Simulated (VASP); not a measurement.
Here is a VASP 6.6.1 calculation.

INCAR

```
SYSTEM = Na3Te4
  PREC = Accurate
  ENCUT = 520
  EDIFF = 1E-6
  ISMEAR = 0
  SIGMA = 0.1
  LREAL = .False.
  LASPH = .True.
  NELM = 100
  ALGO = Normal
  ISIF = 2
  LWAVE = .False.
  LCHARG = .True.
  GGA = PE
  LELF = .True.
  LVHAR = .True.
  NBANDS = 32
```

Contents of KPOINTS:

```
regular mesh
0
Gamma
  4 4 4
  0 0 0
```

POSCAR

```
Na3Te4
1.0
    6.6695149000      0.0000000000      0.0000000000
    0.0000000000      6.6695149000      0.0000000000
    0.0000000000      0.0000000000      4.7219159000
Na Te
3 4
Direct
    0.5000000000      0.5000000000      0.5000000000
    0.5000000000      0.0000000000      0.5000000000
    0.0000000000      0.5000000000      0.5000000000
    0.2468350000      0.2468350000      0.0000000000
    0.2468350000      0.7531650000      0.0000000000
    0.7531650000      0.2468350000      0.0000000000
    0.7531650000      0.7531650000      0.0000000000
```

Potentials or basis: VASP PAW PBE potentials, release 64 (Na_pv, Te).

Run with:

```sh
$ cat potpaw_PBE.64/Na_pv/POTCAR potpaw_PBE.64/Te/POTCAR > POTCAR
$ mpirun -np 1 vasp_std > vasp.out
```

**Question.** What does it give for the pressure?

**Answer.** 0.2 GPa.

Stress tensor (GPa, compression positive):
```
0.29 0.00 0.00
0.00 0.29 0.00
0.00 0.00 0.07
```
